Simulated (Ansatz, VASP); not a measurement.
One calculation of Ge, two programs

```
Ge
1.0
     1.36187   -2.48171    0.00000
     1.36187    2.48171    0.00000
     0.00000    0.00000    2.60309
Ge
1
Direct
  0.50000 0.50000 0.00000
```

Change from the starting cell: strain -0.015 along x and y, -0.015 along z, atoms carried along.

Alike in both runs: task single point; functional PBEsol; k mesh 24 × 24 × 22; occupations gaussian, width 0.15 eV; no spin polarisation.

```csv
,VASP,Ansatz
version,VASP 6.6.1,Ansatz 0.2.0
potentials or method,"VASP PAW PBE potentials, release 64 (Ge_d), cutoff 520 eV","scalar-relativistic, plane waves, PAW"
valence electrons in the cell,14,14
```

|  | VASP | Ansatz | Ansatz less VASP |
| --- | --- | --- | --- |
| gap on the k mesh at the Fermi level (eV) | none | none | - |
| pressure (GPa) | 3.8 | 3.9 | +0.13 |
| traceless stress, the component that is largest in VASP (GPa) | 1.90 | 1.88 | -0.021 |

VASP's potentials were made for PBE, not for PBEsol. A gap of «none» marks a metal or a gap that the smearing closes. With one functional, cell and mesh, what is left measures potentials, basis and numerics.
